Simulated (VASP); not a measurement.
Wanted: the native input for a VASP 6.6.1 run.

```
Task                   : single point
Functional             : LDA
Potentials or basis    : VASP PAW LDA potentials, release 64 (Cu)
Cutoff                 : 520 eV
k mesh                 : 15 × 15 × 15
Occupations            : fermi-dirac, width 0.1 eV
Spin                   : no spin polarisation
Dipole correction      : no
Further INCAR settings : ALGO = Normal; EDIFF = 1e-07; NBANDS = 12
```

The structure of Cu lies in POSCAR:

```
Cu
1.0
    2.2953825555      0.0000000000      0.0000000000
    0.0000000000      2.2953825555      0.0000000000
    0.0000000000      0.0000000000      2.2953825555
Cu
1
Direct
    0.0000000000      0.0000000000      0.0000000000
```

This cell differs from its parent crystal: volume scaled by 0.96.

These files were run (other wordings do the same):

INCAR

```
PREC = Accurate ; ENCUT = 520
EDIFF = 1E-7 ; ISMEAR = -1
SIGMA = 0.1 ; LREAL = False
LASPH = True ; NELM = 60
ALGO = Normal ; ISIF = 2
LWAVE = False ; LCHARG = False
NBANDS = 12
```

KPOINTS

```
Automatic mesh
0
Gamma
  15 15 15
```

Potentials or basis: VASP PAW LDA potentials, release 64 (Cu).

Command:

```bash
$ cat potpaw_LDA.64/Cu/POTCAR > POTCAR
$ mpirun -np 1 vasp_std > vasp.out
```

Results of the run:

- Pressure: 7.0 GPa

Wall time 14 s on 1 thread of AMD EPYC 7R13, with other jobs on the host, peak memory 0.09 GiB.
